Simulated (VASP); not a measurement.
# Si2Mo (I4/mmm) in VASP: single point with PBEsol

Aim: the single point of Si2Mo with PBEsol.

All numbers are computed with VASP 6.6.1; they aren't measurements. Logs are shortened: lines on timing, memory, paths and dates and some standing lists are left out, and cuts for length are marked.

### 1 The cell of the first run

Symmetry: I4/mmm, No. 139, tetragonal system. The conventional cell has a = 3.234 Å, b = 3.234 Å, c = 7.611 Å, α = 90.00°, β = 90.00°, γ = 90.00°. Within 3.3 Å of Si (site symmetry 4mm) lie 9 Si at 2.51 to 3.23 Å and 5 Mo at 2.55 to 2.61 Å. Mo (site symmetry 4/mmm) has 10 Si at 2.55 to 2.61 Å and 4 Mo at 3.23 Å within 3.4 Å.

### 2 Single point, PBEsol

Input file INCAR:

```
SYSTEM = Si2Mo
  PREC = Accurate
  ENCUT = 520
  EDIFF = 1E-6
  ISMEAR = 0
  SIGMA = 0.15
  LREAL = .FALSE.
  LASPH = .TRUE.
  NELM = 100
  ALGO = Normal
  ISIF = 2
  LWAVE = .FALSE.
  LCHARG = .TRUE.
  GGA = PS
  LELF = .TRUE.
  LVHAR = .TRUE.
  NBANDS = 18
```

Input file KPOINTS:

```
Automatic mesh
0
G
  24 24 24
  0 0 0
```

Input file POSCAR:

```
Si2Mo
1.0
   -1.6168875962      1.6168875962      3.8056989916
    1.6168875962     -1.6168875962      3.8056989916
    1.6168875962      1.6168875962     -3.8056989916
Si Mo
2 1
Direct
    0.3350596647      0.3350596647      0.0000000000
    0.6649403353      0.6649403353      0.0000000000
    0.0000000000      0.0000000000      0.0000000000
```

Potentials or basis: VASP PAW PBE potentials, release 64 (Si, Mo_sv).

Command:

```sh
$ cat potpaw_PBE.64/Si/POTCAR potpaw_PBE.64/Mo_sv/POTCAR > POTCAR
$ mpirun -np 1 vasp_std > vasp.out
```

OUTCAR:

```text
SYSTEM = Si2Mo
   PREC = Accurate
   ENCUT = 520
   EDIFF = 1E-6
   ISMEAR = 0
   LREAL = .FALSE.
   LASPH = .TRUE.
   NELM = 100
   ISIF = 2
   GGA = PS

 ion  position               nearest neighbor table
   1  0.335  0.335  0.000-   2 2.51   3 2.55   3 2.61   3 2.61   3 2.61   3 2.61   2 2.63   2 2.63
                             2 2.63   2 2.63
   2  0.665  0.665  0.000-   1 2.51   3 2.55   3 2.61   3 2.61   3 2.61   3 2.61   1 2.63   1 2.63
                             1 2.63   1 2.63
   3  0.000  0.000  0.000-   1 2.55   2 2.55   2 2.61   1 2.61   2 2.61   2 2.61   2 2.61   1 2.61
                             1 2.61   1 2.61

  LATTYP: Found a body centered tetragonal cell.
 ALAT       =     3.2337751924
 C/A-ratio  =     2.3537189601

  Lattice vectors:

 A1 = (  -1.6168875962,   1.6168875962,   3.8056989916)
 A2 = (   1.6168875962,  -1.6168875962,   3.8056989916)
 A3 = (   1.6168875962,   1.6168875962,  -3.8056989916)

Analysis of symmetry for initial positions (statically):
=====================================================================
 Subroutine PRICEL returns:
 Original cell was already a primitive cell.

 Routine SETGRP: Setting up the symmetry group for a
 body centered tetragonal supercell.

 Subroutine GETGRP returns: Found 16 space group operations
 (whereof 16 operations were pure point group operations)
 out of a pool of 16 trial point group operations.

The static configuration has the point symmetry D_4h.

Analysis of symmetry for dynamics (positions and initial velocities):
=====================================================================
 Subroutine PRICEL returns:
 Original cell was already a primitive cell.

 Routine SETGRP: Setting up the symmetry group for a
 body centered tetragonal supercell.

 Subroutine GETGRP returns: Found 16 space group operations
 (whereof 16 operations were pure point group operations)
 out of a pool of 16 trial point group operations.

The dynamic configuration has the point symmetry D_4h.

 Subroutine INISYM returns: Found 16 space group operations
 (whereof 16 operations are pure point group operations),
 and found     1 'primitive' translations

----------------------------------------------------------------------------------------

                                     Primitive cell

  volume of cell :      39.7973

  direct lattice vectors                    reciprocal lattice vectors
    -1.616887596  1.616887596  3.805698992     0.000000000  0.309236091  0.131381909
     1.616887596 -1.616887596  3.805698992     0.309236091  0.000000000  0.131381909
     1.616887596  1.616887596 -3.805698992     0.309236091  0.309236091  0.000000000

  length of vectors
     4.439819345  4.439819345  4.439819345     0.335988342  0.335988342  0.437325874

  position of ions in fractional coordinates (direct lattice)
     0.335059665  0.335059665  0.000000000
     0.664940335  0.664940335  0.000000000
     0.000000000  0.000000000  0.000000000

  ion indices of the primitive-cell ions
   primitive index   ion index
                 1           1
                 2           2
                 3           3

----------------------------------------------------------------------------------------

 KPOINTS: Automatic mesh

Automatic generation of k-mesh.
 Grid dimensions read from file:
 generate k-points for:   24   24   24

 Generating k-lattice:

  Cartesian coordinates                     Fractional coordinates (reciprocal lattice)
     0.000000000  0.012884837  0.005474246     0.041666667  0.000000000  0.000000000
     0.012884837  0.000000000  0.005474246     0.000000000  0.041666667  0.000000000
     0.012884837  0.012884837  0.000000000     0.000000000  0.000000000  0.041666667

  Length of vectors
     0.013999514  0.013999514  0.018221911

  Shift w.r.t. Gamma in fractional coordinates (k-lattice)
     0.000000000  0.000000000  0.000000000

 Subroutine IBZKPT returns following result:
 ===========================================

 Found   1063 irreducible k-points:

 Following reciprocal coordinates:
            Coordinates               Weight
  0.000000  0.000000  0.000000      1.000000
  0.041667  0.000000  0.000000      8.000000
  0.083333 -0.000000  0.000000      8.000000
  0.125000 -0.000000  0.000000      8.000000
  0.166667 -0.000000  0.000000      8.000000
  0.208333  0.000000  0.000000      8.000000
[... 16 lines left out ...]
  0.416667  0.041667  0.000000     16.000000
  0.458333  0.041667  0.000000     16.000000
 [... further k-points ...]
   k-points           NKPTS =   1063   k-points in BZ     NKDIM =   1063   number of bands    NBANDS=     18
   number of dos      NEDOS =    301   number of ions     NIONS =      3
   total plane-waves  NPLWV =  46656
   dimension x,y,z NGX =    36 NGY =   36 NGZ =   36
   dimension x,y,z NGXF=    72 NGYF=   72 NGZF=   72
   ions per type =               2   1
   NGX,Y,Z   is equivalent  to a cutoff of  13.48, 13.48, 13.48 a.u.
   NGXF,Y,Z  is equivalent  to a cutoff of  26.96, 26.96, 26.96 a.u.
 SYSTEM =  Si2Mo
   PREC   = accura    normal or accurate (medium, high low for compatibility)
   ISTART =      0    job   : 0-new  1-cont  2-samecut
   ICHARG =      2    charge: 1-file 2-atom 10-const
   ISPIN  =      1    spin polarized calculation?
   LNONCOLLINEAR =      F non collinear calculations
   LSORBIT =      F    spin-orbit coupling
   LASPH  =      T    aspherical Exc in radial PAW
   ENCUT  =  520.0 eV  38.22 Ry    6.18 a.u.   8.26  8.26  8.26*2*pi/ulx,y,z
   NELM   =    100;   NELMIN=  2; NELMDL= -5     # of ELM steps
   EDIFF  = 0.1E-05   stopping-criterion for ELM
   LREAL  =      F    real-space projection
   EDIFFG = 0.1E-04   stopping-criterion for IOM
   NSW    =      0    number of steps for IOM
   IBRION =     -1    ionic relax: 0-MD 1-quasi-New 2-CG
   NFREE  =      0    steps in history (QN), initial steepest desc. (CG)
   ISIF   =      2    stress and relaxation
   ISYM   =      2    0-nonsym 1-usesym 2-fastsym
   POTIM  = 0.5000    time-step for ionic-motion
   TEBEG  =    0.0;   TEEND  =   0.0 temperature during run
   PSTRESS=    0.0 pullay stress
   NELECT =      22.0000    total number of electrons
   NUPDOWN=      -1.0000    fix difference up-down
   EMIN   =  10.00;   EMAX   =-10.00  energy-range for DOS
   EFERMI =   0.00;   METHOD = LEGACY
   ISMEAR =     0;   SIGMA  =   0.15  broadening in eV -4-tet -1-fermi 0-gaus
   EFERMI_NEDOS =   21; number of points for ismear=-14 and -15
   IALGO  =     38    algorithm
   IMIX   =      4    mixing-type and parameters
     AMIX     =   0.40;   BMIX     =  1.00
     AMIX_MAG =   1.60;   BMIX_MAG =  1.00
  volume/ion in A,a.u.               =      13.27        89.52
  Fermi-wavevector in a.u.,A,eV,Ry     =   1.343583  2.539003 24.561429  1.805214
  Thomas-Fermi vector in A             =   2.471645
   LORBIT       =      0    0 simple, 1 ext, 2 COOP (PROOUT), +10 PAW based schemes
   GGA     = PS    functional components
   LHFCALC =     F    Hartree Fock is set to
   AEXX    =    0.0000 exact exchange contribution
   IVDW    =     0    specifies the selected vdW correction
   LEPSILON=     F    determine dielectric tensor
   LRPA    =     F    only Hartree local field effects (RPA)
 non-spin polarized calculation
 Gauss-broadening in eV      SIGMA  =   0.15
  energy-cutoff  :      520.00
  volume of cell :       39.80
 maximum number of plane-waves:      1091
 NGX is ok and might be reduce to    36
   NGX = 17   NGY = 17   NGZ = 17

 number of electron      22.0000001 magnetization

 Free energy of the ion-electron system (eV)
  ---------------------------------------------------
  ext. energy  EPLUGINS =         0.00000000
  ---------------------------------------------------
  free energy    TOTEN  =       -25.02336626 eV

  energy without entropy =      -25.02095981  energy(sigma->0) =      -25.02216303

 E-fermi :  12.2065     XC(G=0): -12.5572

 val. band max:       12.1860691013   @ k =  -0.2500  -0.3333   0.2500
 cond. band min:      12.2119202371   @ k =  -0.4167  -0.4583   0.4167
 fundamental gap:      0.0258511358
 Fermi energy:        12.2065106215

 k-point     1 :       0.0000    0.0000    0.0000
  band No.  band energies     occupation
      1     -48.2902      2.00000
      2     -22.4581      2.00000
      3     -22.4270      2.00000
      4     -22.4270      2.00000
      5      -1.1508      2.00000
      6       5.9239      2.00000
[... 10 lines left out ...]
     17      17.6935      0.00000
     18      17.6935      0.00000

 k-point     2 :       0.0417    0.0000    0.0000
  band No.  band energies     occupation
      1     -48.2899      2.00000
      2     -22.4579      2.00000
      3     -22.4311      2.00000
      4     -22.4266      2.00000
      5      -1.1191      2.00000
      6       5.9271      2.00000
[... 10 lines left out ...]
     17      17.6999      0.00000
     18      17.8716      0.00000

 k-point     3 :       0.0833   -0.0000    0.0000
  band No.  band energies     occupation
      1     -48.2891      2.00000
      2     -22.4572      2.00000
      3     -22.4432      2.00000
      4     -22.4255      2.00000
      5      -1.0245      2.00000
      6       5.9332      2.00000
[... 10 lines left out ...]
     17      17.7334      0.00000
     18      18.3117      0.00000

 k-point     4 :       0.1250   -0.0000    0.0000
  band No.  band energies     occupation
      1     -48.2877      2.00000
      2     -22.4626      2.00000
      3     -22.4559      2.00000
      4     -22.4237      2.00000
      5      -0.8681      2.00000
      6       5.9303      2.00000
[... 375 lines left out ...]
      4     -22.4120      2.00000
      5       1.2891      2.00000
      6       4.2221      2.00000
[... 10 lines left out ...]
     17      19.1623      0.00000
     18      20.9426      0.00000

 k-point    23 :       0.4167    0.0417    0.0000
  band No.  band energies     occupation
      1     -48.2743      2.00000
      2     -22.6487      2.00000
      3     -22.4450      2.00000
      4     -22.4102      2.00000
      5       1.7772      2.00000
      6       3.7227      2.00000
[... 10 lines left out ...]
     17      19.0610      0.00000
     18      20.3552      0.00000

 k-point    24 :       0.4583    0.0417    0.0000
  band No.  band energies     occupation
      1     -48.2735      2.00000
      2     -22.6604      2.00000
      3     -22.4441      2.00000
      4     -22.4090      2.00000
      5       2.2872      2.00000
      6       3.2011      2.00000
[... 10 lines left out ...]
     17      19.0362      0.00000
     18      19.9191      0.00000

 [... further k-points ...]
[... 5 lines left out ...]
  --------------------------------------------------------------------------------------
  -------------------------------------------------------------------------------------
  Total       -1.0442161     -1.0442161      3.2585574      0.0000000      0.0000000      0.0000000
  in kB      -42.0384699    -42.0384699    131.1843018      0.0000000      0.0000000      0.0000000
  external PRESSURE =      15.7024540 kB  Pullay stress =       0.0000000 kB

 VOLUME and BASIS-vectors are now :
 -----------------------------------------------------------------------------
  energy-cutoff  :      520.00
  volume of cell :       39.80
      direct lattice vectors                 reciprocal lattice vectors
    -1.616887596  1.616887596  3.805698992     0.000000000  0.309236091  0.131381909
     1.616887596 -1.616887596  3.805698992     0.309236091  0.000000000  0.131381909
     1.616887596  1.616887596 -3.805698992     0.309236091  0.309236091  0.000000000

 POSITION                                       TOTAL-FORCE (eV/Angst)
 -----------------------------------------------------------------------------------
      0.00000      0.00000      2.55027         0.000000      0.000000     -0.036054
      0.00000      0.00000      5.06113         0.000000      0.000000      0.036054
      0.00000      0.00000      0.00000        -0.000000     -0.000000     -0.000000
 -----------------------------------------------------------------------------------
    total drift:                               -0.000000      0.000000      0.000000

  FREE ENERGIE OF THE ION-ELECTRON SYSTEM (eV)
  ---------------------------------------------------
  free  energy   TOTEN  =       -25.0233662580 eV

  energy  without entropy=      -25.0209598088  energy(sigma->0) =      -25.02216303
```

Run time: 34 min. Hardware: 1 thread of Oxide Virtual Turin-like, shared host; peak memory 0.75 GiB.

Results:

```
Free energy            : -25.0234 eV
Pressure               : 1.6 GPa
Largest force          : 0.036 eV/Å
Band gap on the k mesh : zero (band 11 reaches 12.64 eV, above the bottom of band 12 at 11.76 eV)
```

Forces on the atoms (eV/Å):
```
Si   0.000  0.000 -0.036
Si   0.000  0.000  0.036
Mo   0.000  0.000  0.000
```

Levels at points of the mesh, in eV from the Fermi level:
```tsv
k point	band 8	band 9	band 10	band 11	band 12	band 13	band 14	band 15
(0.00, 0.00, 0.00)	-2.75	-2.71	-2.71	0.29	3.15	3.23	3.37	3.37
(0.50, 0.00, 0.00)	-4.33	-2.69	-2.42	-0.51	2.23	3.02	4.46	4.71
(0.50, 0.50, 0.00)	-5.05	-4.42	-2.74	-1.17	2.26	2.88	3.73	3.89
(0.50, 0.50, 0.50)	-2.17	-0.62	-0.62	-0.44	-0.44	0.46	5.55	5.61
```

Caveat: the PAW data sets were made with another functional, which shifts forces and pressure a little.
